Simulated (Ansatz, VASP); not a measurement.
**Re in VASP and in Ansatz**

The input POSCAR:

```
Re
1.0
    0.0000000000      1.9849032761      1.9849032761
    1.9849032761      0.0000000000      1.9849032761
    1.9849032761      1.9849032761      0.0000000000
Re
1
Direct
    0.0000000000      0.0000000000      0.0000000000
```

File INCAR.step1:

```
SYSTEM = Re
ALGO = Normal
EDIFF = 1E-4
ENCUT = 520
GGA = PE
ISMEAR = 0
LASPH = .TRUE.
LCHARG = .FALSE.
LREAL = .FALSE.
LWAVE = .TRUE.
NBANDS = 10
NELM = 80
PREC = Accurate
SIGMA = 0.1
```

Contents of INCAR.step2:

```
SYSTEM = Re
ALGO = Normal
EDIFF = 1E-6
ENCUT = 520
ISIF = 2
ISMEAR = 0
ISTART = 1
LASPH = .TRUE.
LCHARG = .FALSE.
LMIXTAU = .TRUE.
LREAL = .FALSE.
LWAVE = .FALSE.
METAGGA = R2SCAN
NBANDS = 10
NELM = 80
PREC = Accurate
SIGMA = 0.1
```

The input KPOINTS:

```
k-points
0
G
  18 18 18
  0 0 0
```

Input for Ansatz:

```yaml
crystal:
  lattice:
    - [0.0, 1.9849032759, 1.9849032759]
    - [1.9849032759, 0.0, 1.9849032759]
    - [1.9849032759, 1.9849032759, 0.0]
  atoms:
    - { symbol: Re, position: [0.0, 0.0, 0.0] }
basis:
  ecutwfc: 500
kpoints:
  mp_grid: { grid: [18, 18, 18] }
hamiltonian:
  xc: r2scan
scf:
  occupations: { method: gaussian, width: 0.1 }
output:
  forces: true
  stress: true
  eigenvalues: true
  write_density: true
  write_potential: true
  elf: true
  volumetric_format: npy
```

Alike in both runs: task single point; functional r2SCAN; k mesh 18 × 18 × 18; occupations gaussian, width 0.1 eV; no spin polarisation.

```csv
,VASP,Ansatz
version,VASP 6.6.1,Ansatz 0.2.0
potentials or method,"VASP PAW PBE potentials, release 64 (Re), cutoff 520 eV","scalar-relativistic, plane waves, PAW"
valence electrons in the cell,7,15
```

Ansatz gave:

* gap on the k mesh at the Fermi level (eV): none
* pressure (GPa): -19.8

Problem. Estimate VASP's values.

Solution. gap on the k mesh at the Fermi level (eV): none; pressure (GPa): -20.2.

VASP's potentials were made for PBE, not for r2SCAN. A gap of «none» marks a metal or a gap that the smearing closes. VASP's potentials hold 7 valence electrons a cell and Ansatz's 15, so a difference there can come from the potentials and not from the codes.

Neither program's run includes spin-orbit coupling.
